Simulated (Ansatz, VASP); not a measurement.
## Sb: VASP beside Ansatz

```
CELL_PARAMETERS angstrom
0.00000 3.37604 3.37604
3.37604 0.00000 3.37604
3.37604 3.37604 0.00000
ATOMIC_POSITIONS crystal
Sb 0.87500 0.87500 0.87500
Sb 0.12500 0.12500 0.12500
```

Change from the starting cell: volume scaled by 0.95, LAPW.

Alike in both runs: task single point; functional PBEsol; k mesh 10 × 10 × 10; occupations fermi-dirac, width 0.1 eV; no spin polarisation.

```csv
,VASP,Ansatz
version,VASP 6.6.1,Ansatz 0.2.0
potentials or method,"VASP PAW PBE potentials, release 64 (Sb), cutoff 500 eV","all-electron LAPW, scalar-relativistic"
```

Ansatz gave:

| Item | Value |
| --- | --- |
| pressure (GPa) | 2.0 |

Task: Estimate VASP's values.

Result: Pressure (GPa): 2.2.

VASP's potentials were made for PBE, not for PBEsol. Ansatz ran all-electron here, and VASP with PAW potentials.

Spin-orbit coupling is off throughout.
